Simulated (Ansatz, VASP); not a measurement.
## Two plane-wave programs on TePb

POSCAR

```
TePb
1.0
    4.0441342766      0.0000000000      0.0000000000
    0.0000000000      4.0441342766      0.0000000000
    0.0000000000      0.0000000000      4.0441342766
Te Pb
1 1
Direct
    0.5000000000      0.5000000000      0.5000000000
    0.0000000000      0.0000000000      0.0000000000
```

The input INCAR.step1:

```
SYSTEM = TePb
PREC = Accurate
ENCUT = 520
ISMEAR = 0
SIGMA = 0.05
LREAL = .FALSE.
LASPH = .TRUE.
NELM = 80
NBANDS = 17
GGA = PE
ALGO = Normal
EDIFF = 1E-4
LWAVE = .TRUE.
LCHARG = .FALSE.
```

File INCAR.step2:

```
SYSTEM = TePb
PREC = Accurate
ENCUT = 520
EDIFF = 1E-6
ISMEAR = 0
SIGMA = 0.05
LREAL = .FALSE.
LASPH = .TRUE.
NELM = 80
ALGO = Normal
ISIF = 2
LWAVE = .FALSE.
LCHARG = .FALSE.
METAGGA = R2SCAN
LMIXTAU = .TRUE.
NBANDS = 17
ISTART = 1
```

The input KPOINTS:

```
Automatic mesh
0
G
  8 8 8
  0 0 0
```

Input for Ansatz:

```yaml
crystal:
  lattice:
    - [4.0441342766, 0.0, 0.0]
    - [0.0, 4.0441342766, 0.0]
    - [0.0, 0.0, 4.0441342766]
  atoms:
    - { symbol: Te, position: [0.5, 0.5, 0.5] }
    - { symbol: Pb, position: [0.0, 0.0, 0.0] }
basis:
  ecutwfc: 500
  ecutrho_ratio: 4
kpoints:
  mp_grid: { grid: [8, 8, 8] }
hamiltonian:
  xc: r2scan
scf:
  occupations: { method: gaussian, width: 0.05 }
output:
  forces: true
  stress: true
  eigenvalues: true
```

Alike in both runs: task single point; functional r2SCAN; k mesh 8 × 8 × 8; occupations gaussian, width 0.05 eV; no spin polarisation.

```csv
,VASP,Ansatz
version,VASP 6.6.1,Ansatz 0.2.0
potentials or method,"VASP PAW PBE potentials, release 64 (Te, Pb_d), cutoff 520 eV","scalar-relativistic, plane waves, PAW"
valence electrons in the cell,20,30
```

```csv
,VASP,Ansatz,Ansatz less VASP
gap on the k mesh at the Fermi level (eV),none,none,-
pressure (GPa),-1.6,-1.6,+0.01
```

VASP's potentials were made for PBE, not for r2SCAN. A gap of «none» marks a metal or a gap that the smearing closes. The functional is the same, so the differences come from potentials, cutoffs and numerics. VASP's potentials hold 20 valence electrons a cell and Ansatz's 30, so a difference there can come from the potentials and not from the codes.

Neither program's run includes spin-orbit coupling.
